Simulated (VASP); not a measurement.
The system is BN.

```
CELL_PARAMETERS angstrom
0.00000 1.77071 1.77071
1.77071 0.00000 1.77071
1.77071 1.77071 0.00000
ATOMIC_POSITIONS crystal
B 0.00000 0.00000 0.00000
N 0.25000 0.25000 0.25000
```

This cell differs from its parent crystal: strain -1.9%.

Program: VASP 6.6.1. Alike in all runs: task single point; potentials or basis VASP PAW PBE potentials, release 64 (B, N); no spin polarisation; cell as given; cutoff (eV) 520.

**Question.** Order these runs on this cell by their band gap on the k mesh, lowest first.
A. level HSE06; k mesh 8 × 8 × 8; smearing gaussian 0.01 eV; grid for exact exchange (PRECFOCK) Normal; screening parameter 0.2079 1/Å
B. level r2SCAN; k mesh 12 × 12 × 12; smearing gaussian 0.01 eV
C. level PBE; k mesh 12 × 12 × 12; smearing fermi-dirac 0.02 eV

**Answer.** C (4.52 eV), B (5.05 eV), A (5.85 eV).

A k mesh can miss the band edges.
